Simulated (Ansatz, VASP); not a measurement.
Sn in VASP and in Ansatz

The input INCAR:

```
PREC = Accurate
ENCUT = 520
EDIFF = 1E-6
ISMEAR = -1
SIGMA = 0.05
LREAL = F
LASPH = T
NELM = 150
ALGO = Fast
ISIF = 2
LWAVE = F
LCHARG = F
MAGMOM = 0 0 0 0 0 0
LORBIT = 11
LSORBIT = T
GGA_COMPAT = F
LORBMOM = T
GGA = PS
NBANDS = 40
```

KPOINTS

```
Automatic mesh
0
Gamma
  7 7 7
```

File POSCAR:

```
Sn
1.0
   -2.9401404553      2.9401404553      1.5993019889
    2.9401404553     -2.9401404553      1.5993019889
    2.9401404553      2.9401404553     -1.5993019889
Sn
2
Direct
    0.0000000000      0.0000000000      0.0000000000
    0.7500000000      0.2500000000      0.5000000000
```

input.yaml

```yaml
crystal:
  lattice:
    - [-2.9401404553, 2.9401404553, 1.5993019889]
    - [2.9401404553, -2.9401404553, 1.5993019889]
    - [2.9401404553, 2.9401404553, -1.5993019889]
  atoms:
    - { symbol: Sn, position: [0.0, 0.0, 0.0] }
    - { symbol: Sn, position: [0.75, 0.25, 0.5] }
kpoints:
  mp_grid: { grid: [7, 7, 7] }
  band_path:
    path:
      - [0.0, 0.0, 0.0]
      - [0.0, 0.0, 0.5]
      - [-0.5, 0.5, 0.5]
      - [0.0, 0.0, 0.0]
      - [0.3239715651, 0.3239715651, -0.3239715651]
      - [0.25, 0.25, 0.25]
      - [0.0, 0.5, 0.0]
      - [-0.3239715651, 0.6760284349, 0.3239715651]
    npoints: 6
scf:
  occupations: { method: fermi_dirac, width: 0.05 }
hamiltonian:
  xc: pbesol
  pseudopotentials: { kind: all_electron, lapw: { basis_error: 0.001 } }
magnetization:
  noncollinear: true
  spin_orbit: true
output:
  forces: true
  stress: true
  eigenvalues: true
```

Alike in both runs: functional PBEsol; k mesh 7 × 7 × 7; occupations fermi-dirac, width 0.05 eV; non-collinear spin, spin-orbit coupling.

|  | VASP | Ansatz |
| --- | --- | --- |
| version | VASP 6.6.1 | Ansatz 0.2.0 |
| potentials or method | VASP PAW PBE potentials, release 64 (Sn_d), cutoff 520 eV | all-electron LAPW, relativistic spinors |
| task | single point | band structure |

|  | VASP | Ansatz | Ansatz less VASP |
| --- | --- | --- | --- |
| pressure (GPa) | -1.7 | -1.6 | +0.08 |
| traceless stress, the component that is largest in VASP (GPa) | 0.43 | 0.45 | +0.013 |
| net moment per atom (μB) | 0.00 | 0.00 | 0.000 |

VASP's potentials were made for PBE, not for PBEsol. Ansatz ran all-electron here, and VASP with PAW potentials.

Noted on Ansatz's run: the k mesh is thin for a metal, which can move the energy by tens of meV per atom.
